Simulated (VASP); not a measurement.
# Gd (P6_3/mmc) in VASP: a series of runs

Gd is run at these levels: PBE+U; tasks: single point.

Program: VASP 6.6.1. These are calculated values, not measurements. Logs are shortened: lines on timing, memory, paths and dates and some standing lists are left out, and cuts for length are marked.

## 1. The cell of the first run

Symmetry: P6_3/mmc, No. 194, hexagonal system. The conventional cell has a = 3.636 Å, b = 3.636 Å, c = 5.783 Å, α = 90.00°, β = 90.00°, γ = 120.00°. Gd (site symmetry -6m2) has 12 Gd at 3.57 to 3.64 Å within 4.7 Å.

## 2. Single point, PBE+U, collinear spin, antiferromagnetic start

Input file INCAR:

```
SYSTEM = Gd
PREC = Accurate
ENCUT = 520
EDIFF = 1E-7
ISMEAR = -1
SIGMA = 0.05
LREAL = .FALSE.
LASPH = .TRUE.
NELM = 150
ALGO = Normal
ISIF = 2
LWAVE = .FALSE.
LCHARG = .TRUE.
ISPIN = 2
MAGMOM = 7 -7
LORBIT = 11
LMAXMIX = 6
LDAU = .TRUE.
LDAUTYPE = 2
LDAUL = 3
LDAUU = 3.4
LDAUJ = 0
LDAUPRINT = 1
GGA = PE
LELF = .TRUE.
LVHAR = .TRUE.
NBANDS = 29
```

Input file KPOINTS:

```
regular mesh
0
G
  10 10 5
  0 0 0
```

Input file POSCAR:

```
Gd
1.0
    3.6360007100      0.0000000000      0.0000000000
   -1.8180003500      3.1488689800      0.0000000000
    0.0000000000      0.0000000000      5.7826000000
Gd
2
Direct
    0.3333333300      0.6666666700      0.2500000000
    0.6666666700      0.3333333300      0.7500000000
```

Potentials or basis: VASP PAW PBE potentials, release 64 (Gd).

Command:

```bash
$ cat potpaw_PBE.64/Gd/POTCAR > POTCAR
$ mpirun -np 1 vasp_std > vasp.out
```

OUTCAR:

```text
SYSTEM = Gd
   PREC = Accurate
   ENCUT = 520
   EDIFF = 1E-7
   ISMEAR = -1
   LREAL = .FALSE.
   LASPH = .TRUE.
   NELM = 150
   ISIF = 2
   ISPIN = 2
   LORBIT = 11
   GGA = PE

 ion  position               nearest neighbor table
   1  0.333  0.667  0.250-
   2  0.667  0.333  0.750-

  LATTYP: Found a hexagonal cell.
 ALAT       =     3.6360007100
 C/A-ratio  =     1.5903737269

  Lattice vectors:

 A1 = (   3.6360007100,   0.0000000000,   0.0000000000)
 A2 = (  -1.8180003500,   3.1488689800,   0.0000000000)
 A3 = (   0.0000000000,   0.0000000000,   5.7826000000)

Analysis of symmetry for initial positions (statically):
=====================================================================
 Subroutine PRICEL returns:
 Original cell was already a primitive cell.

 Routine SETGRP: Setting up the symmetry group for a
 hexagonal supercell.

 Subroutine GETGRP returns: Found 24 space group operations
 (whereof 12 operations were pure point group operations)
 out of a pool of 24 trial point group operations.

The static configuration has the point symmetry D_3d.
 The point group associated with its full space group is D_6h.

Analysis of symmetry for dynamics (positions and initial velocities):
=====================================================================
 Subroutine PRICEL returns:
 Original cell was already a primitive cell.

 Routine SETGRP: Setting up the symmetry group for a
 hexagonal supercell.
[... 237 lines left out ...]
  o =  0.0032  v =  0.0000  0.9943  0.0000  0.0000 -0.0000  0.1070 -0.0000  0.0000  0.0000  0.0000  0.0000  0.0000  0.0000  0.0000      0.0000  0.0000  0.0000  0.0000  0.0000  0.0000  0.0000  0.0000  0.0000  0.0000  0.0000  0.0000  0.0000  0.0000
  o =  0.0070  v =  0.0000 -0.0000 -0.0000  1.0000  0.0000 -0.0000  0.0000  0.0000  0.0000  0.0000  0.0000  0.0000  0.0000  0.0000      0.0000  0.0000  0.0000  0.0000  0.0000  0.0000  0.0000  0.0000  0.0000  0.0000  0.0000  0.0000  0.0000  0.0000
  o =  0.9886  v =  0.0000  0.0000  0.0000  0.0000  0.0000  0.0000  0.0000  0.0000  0.0000  0.0000  0.0000 -0.0000 -0.0000 -1.0000      0.0000  0.0000  0.0000  0.0000  0.0000  0.0000  0.0000  0.0000  0.0000  0.0000  0.0000  0.0000  0.0000  0.0000
  o =  0.9886  v =  0.0000  0.0000  0.0000  0.0000  0.0000  0.0000  0.0000  0.0000  0.0000 -0.0000  1.0000  0.0000  0.0000  0.0000      0.0000  0.0000  0.0000  0.0000  0.0000  0.0000  0.0000  0.0000  0.0000  0.0000  0.0000  0.0000  0.0000  0.0000
  o =  0.9887  v =  0.0000  0.0000  0.0000  0.0000  0.0000  0.0000  0.0000 -0.0000 -0.0000 -0.8716 -0.0000  0.4903 -0.0000 -0.0000      0.0000  0.0000  0.0000  0.0000  0.0000  0.0000  0.0000  0.0000  0.0000  0.0000  0.0000  0.0000  0.0000  0.0000
  o =  0.9887  v =  0.0000  0.0000  0.0000  0.0000  0.0000  0.0000  0.0000 -0.0000  0.0000 -0.4903  0.0000 -0.8716 -0.0000  0.0000      0.0000  0.0000  0.0000  0.0000  0.0000  0.0000  0.0000  0.0000  0.0000  0.0000  0.0000  0.0000  0.0000  0.0000
  o =  0.9890  v =  0.0000  0.0000  0.0000  0.0000  0.0000  0.0000  0.0000  0.0000  0.4299  0.0000  0.0000  0.0000 -0.9029  0.0000      0.0000  0.0000  0.0000  0.0000  0.0000  0.0000  0.0000  0.0000  0.0000  0.0000  0.0000  0.0000  0.0000  0.0000
  o =  0.9890  v =  0.0000  0.0000  0.0000  0.0000  0.0000  0.0000  0.0000 -0.0000 -0.9029 -0.0000  0.0000 -0.0000 -0.4299 -0.0000      0.0000  0.0000  0.0000  0.0000  0.0000  0.0000  0.0000  0.0000  0.0000  0.0000  0.0000  0.0000  0.0000  0.0000
  o =  0.9893  v =  0.0000  0.0000  0.0000  0.0000  0.0000  0.0000  0.0000 -1.0000  0.0000  0.0000  0.0000  0.0000 -0.0000 -0.0000      0.0000  0.0000  0.0000  0.0000  0.0000  0.0000  0.0000  0.0000  0.0000  0.0000  0.0000  0.0000  0.0000  0.0000

 number of electron      36.0000005 magnetization       0.0000000

 Free energy of the ion-electron system (eV)
  ---------------------------------------------------
  ext. energy  EPLUGINS =         0.00000000
  ---------------------------------------------------
  free energy    TOTEN  =       -22.99934771 eV

  energy without entropy =      -22.97706184  energy(sigma->0) =      -22.98820477

 E-fermi :   2.9677     XC(G=0):  -9.9804

 val. band max:        2.9450814387   @ k =   0.4000   0.2000   0.0000
 cond. band min:       2.9751810849   @ k =   0.4000   0.1000   0.2000
 fundamental gap:      0.0300996462
 Fermi energy:         2.9677497130

 spin component 1

 k-point     1 :       0.0000    0.0000    0.0000
  band No.  band energies     occupation
      1     -42.4268      1.00000
      2     -39.1597      1.00000
      3     -19.8432      1.00000
      4     -19.5211      1.00000
      5     -19.5211      1.00000
      6     -17.4213      1.00000
[... 1529 lines left out ...]
     28       5.2511      0.00000
     29       5.4485      0.00000

 [... further k-points ...]
[... 5 lines left out ...]
  --------------------------------------------------------------------------------------
  -------------------------------------------------------------------------------------
  Total       -0.0608005     -0.0608005      0.3363713     -0.0000000      0.0000000      0.0000000
  in kB       -1.4713504     -1.4713504      8.1400631     -0.0000000      0.0000000      0.0000000
  external PRESSURE =       1.7324541 kB  Pullay stress =       0.0000000 kB

 VOLUME and BASIS-vectors are now :
 -----------------------------------------------------------------------------
  energy-cutoff  :      520.00
  volume of cell :       66.21
      direct lattice vectors                 reciprocal lattice vectors
     3.636000710  0.000000000  0.000000000     0.275027449  0.158787171  0.000000000
    -1.818000350  3.148868980  0.000000000     0.000000000  0.317574344  0.000000000
     0.000000000  0.000000000  5.782600000     0.000000000  0.000000000  0.172932591

 POSITION                                       TOTAL-FORCE (eV/Angst)
 -----------------------------------------------------------------------------------
     -0.00000      2.09925      1.44565        -0.000000     -0.000000      0.000000
      1.81800      1.04962      4.33695         0.000000      0.000000      0.000000
 -----------------------------------------------------------------------------------
    total drift:                               -0.000015      0.000009     -0.000000

  FREE ENERGIE OF THE ION-ELECTRON SYSTEM (eV)
  ---------------------------------------------------
  free  energy   TOTEN  =       -22.9993477101 eV

  energy  without entropy=      -22.9770618362  energy(sigma->0) =      -22.98820477

 total charge

# of ion       s       p       d       f       tot
--------------------------------------------------
    1        2.076   5.567   0.604   6.935  15.181
    2        2.076   5.567   0.604   6.935  15.181
--------------------------------------------------
tot          4.152  11.133   1.208  13.870  30.363

 magnetization (x)

# of ion       s       p       d       f       tot
--------------------------------------------------
    1        0.009  -0.074   0.209   6.899   7.044
    2       -0.009   0.074  -0.209  -6.899  -7.044
--------------------------------------------------
tot          0.000   0.000   0.000  -0.000  -0.000
```

It took 5.6 min on 1 thread of Intel Xeon Platinum 8488C (Sapphire Rapids), shared host; peak memory 0.3 GiB.

What came out:

```
Free energy                                           : -22.9993 eV
Pressure                                              : 0.2 GPa
Band gap on the k mesh                                : zero (filled and empty bands overlap)
Net moment                                            : 0.00 μB per cell
Site moments                                          : Gd +7.04, -7.04 μB
Valence electrons inside the program's atomic spheres : Gd 15.18
```

Stress tensor (GPa, compression positive):
```
-0.15  0.00  0.00
 0.00 -0.15  0.00
 0.00  0.00  0.81
```

Levels at points of the mesh, in eV from the Fermi level:
Spin up:
| k point | band 15 | band 16 | band 17 | band 18 | band 19 | band 20 | band 21 | band 22 |
| --- | --- | --- | --- | --- | --- | --- | --- | --- |
| (0.00, 0.00, 0.00) | -6.68 | -4.69 | -1.98 | 1.34 | 1.39 | 1.39 | 1.72 | 1.90 |
| (0.50, 0.00, 0.00) | -6.71 | -1.86 | -1.16 | -0.97 | 0.32 | 1.47 | 1.48 | 1.94 |
Spin down:
```tsv
k point	band 14	band 15	band 16	band 17	band 18	band 19	band 20	band 21	band 22	band 23
(0.00, 0.00, 0.00)	-6.72	-6.68	-4.69	-1.98	1.34	1.39	1.39	1.72	1.90	1.90
(0.50, 0.00, 0.00)	-6.71	-6.71	-1.86	-1.16	-0.97	0.32	1.47	1.48	1.94	1.96
```

Eigenvalues of the final occupation matrices:
| site | spin | trace | eigenvalues |
| --- | --- | --- | --- |
| site 1 f | 1 | 6.92 | 0.99 0.99 0.99 0.99 0.99 0.99 0.99 |
| site 1 f | 2 | 0.02 | 0.00 0.00 0.00 0.00 0.00 0.00 0.01 |
| site 2 f | 1 | 0.02 | 0.00 0.00 0.00 0.00 0.00 0.00 0.01 |
| site 2 f | 2 | 6.92 | 0.99 0.99 0.99 0.99 0.99 0.99 0.99 |

Caveat: spin-orbit coupling is left out, which moves the levels of the heavy elements. The state reached can hang on the start; a lower one may exist.

## 3. Single point, PBE+U, collinear spin, ferromagnetic start

Input file INCAR:

```
SYSTEM = Gd
  ALGO = Normal
  EDIFF = 1E-6
  ENCUT = 520
  GGA = PE
  ISIF = 2
  ISMEAR = -1
  ISPIN = 2
  LASPH = .TRUE.
  LCHARG = .FALSE.
  LDAU = .TRUE.
  LDAUJ = 0
  LDAUL = 3
  LDAUPRINT = 1
  LDAUTYPE = 2
  LDAUU = 3.4
  LMAXMIX = 6
  LORBIT = 11
  LREAL = .FALSE.
  LWAVE = .FALSE.
  MAGMOM = 7 7
  NBANDS = 29
  NELM = 150
  PREC = Accurate
  SIGMA = 0.05
```

Input file KPOINTS:

```
k-points
0
G
  10 10 5
  0 0 0
```

POSCAR is that of step 2.

Potentials or basis: VASP PAW PBE potentials, release 64 (Gd).

Command:

```bash
$ cat potpaw_PBE.64/Gd/POTCAR > POTCAR
$ mpirun -np 1 vasp_std > vasp.out
```

Wall time 5.5 min (1 thread of Intel Xeon Platinum 8488C (Sapphire Rapids), shared host); peak memory 0.3 GiB.

Results (log left out):

```
Free energy                                           : -23.0443 eV
Pressure                                              : 0.8 GPa
Net moment                                            : 15.53 μB per cell
Site moments                                          : Gd +7.09 μB
Valence electrons inside the program's atomic spheres : Gd 15.17
```

Stress tensor (GPa, compression positive):
```
0.63 0.00 0.00
0.00 0.63 0.00
0.00 0.00 1.03
```

Levels at points of the mesh, in eV from the Fermi level:
Spin up:
```csv
k point,band 23,band 24,band 25,band 26,band 27,band 28,band 29
"(0.00, 0.00, 0.00)",-5.17,-2.60,0.93,1.21,1.21,1.38,1.83
"(0.50, 0.00, 0.00)",-2.27,-1.85,-1.40,-0.22,0.95,0.97,1.66
```
Spin down:
```
           k point  band 7  band 8  band 9  band 10  band 11  band 12  band 13  band 14
(0.00, 0.00, 0.00)  -20.10  -20.10   -4.23    -1.48     1.51     1.60     1.72     1.77
(0.50, 0.00, 0.00)  -20.32  -20.20   -1.11    -0.96    -0.62     0.84     1.61     1.69
```

Eigenvalues of the final occupation matrices:
```
    site  spin  trace                         eigenvalues
site 1 f     1   6.92  0.99 0.99 0.99 0.99 0.99 0.99 0.99
site 1 f     2   0.01  0.00 0.00 0.00 0.00 0.00 0.00 0.00
site 2 f     1   6.92  0.99 0.99 0.99 0.99 0.99 0.99 0.99
site 2 f     2   0.01  0.00 0.00 0.00 0.00 0.00 0.00 0.00
```

Caveat: spin-orbit coupling is left out, which moves the levels of the heavy elements.

## 4. Single point, PBE+U, collinear spin, ferromagnetic start

Input file INCAR:

```
  PREC = Accurate
  ENCUT = 520
  EDIFF = 1E-6
  ISMEAR = -1
  SIGMA = 0.05
  LREAL = F
  LASPH = T
  NELM = 150
  ALGO = Normal
  ISIF = 2
  LWAVE = F
  LCHARG = F
  ISPIN = 2
  MAGMOM = 7 7
  LORBIT = 11
  LMAXMIX = 6
  LDAU = T
  LDAUTYPE = 2
  LDAUL = 3
  LDAUU = 3.4
  LDAUJ = 0
  LDAUPRINT = 1
  GGA = PE
  NBANDS = 29
```

Input file KPOINTS:

```
Automatic mesh
0
Gamma
  10 10 5
```

POSCAR is that of step 3.

Command:

```bash
$ cat potpaw_PBE.64/Gd/POTCAR > POTCAR
$ mpirun -np 1 vasp_std > vasp.out
```

Run time: 4 min. Hardware: 1 thread of Intel Xeon Platinum 8488C (Sapphire Rapids), shared host; peak memory 0.3 GiB.

It converged, with:

| Item | Value |
| --- | --- |
| Free energy | -23.0443 eV |
| Pressure | 0.8 GPa |
| Net moment | 15.53 μB per cell |
| Site moments | Gd +7.09 μB |
| Valence electrons inside the program's atomic spheres | Gd 15.17 |

Stress tensor (GPa, compression positive):
```
0.63 0.00 0.00
0.00 0.63 0.00
0.00 0.00 1.03
```

Levels at points of the mesh, in eV from the Fermi level:
Spin up:
| k point | band 23 | band 24 | band 25 | band 26 | band 27 | band 28 | band 29 |
| --- | --- | --- | --- | --- | --- | --- | --- |
| (0.00, 0.00, 0.00) | -5.17 | -2.60 | 0.93 | 1.21 | 1.21 | 1.38 | 1.83 |
| (0.50, 0.00, 0.00) | -2.27 | -1.85 | -1.40 | -0.22 | 0.95 | 0.97 | 1.66 |
Spin down:
| k point | band 8 | band 9 | band 10 | band 11 | band 12 | band 13 |
| --- | --- | --- | --- | --- | --- | --- |
| (0.00, 0.00, 0.00) | -20.10 | -4.23 | -1.48 | 1.51 | 1.60 | 1.72 |
| (0.50, 0.00, 0.00) | -20.20 | -1.11 | -0.96 | -0.62 | 0.84 | 1.61 |

Eigenvalues of the final occupation matrices:
```
    site  spin  trace                         eigenvalues
site 1 f     1   6.92  0.99 0.99 0.99 0.99 0.99 0.99 0.99
site 1 f     2   0.01  0.00 0.00 0.00 0.00 0.00 0.00 0.00
site 2 f     1   6.92  0.99 0.99 0.99 0.99 0.99 0.99 0.99
site 2 f     2   0.01  0.00 0.00 0.00 0.00 0.00 0.00 0.00
```

Caveat: spin-orbit coupling is left out, which moves the levels of the heavy elements. The state reached can hang on the start; a lower one may exist.
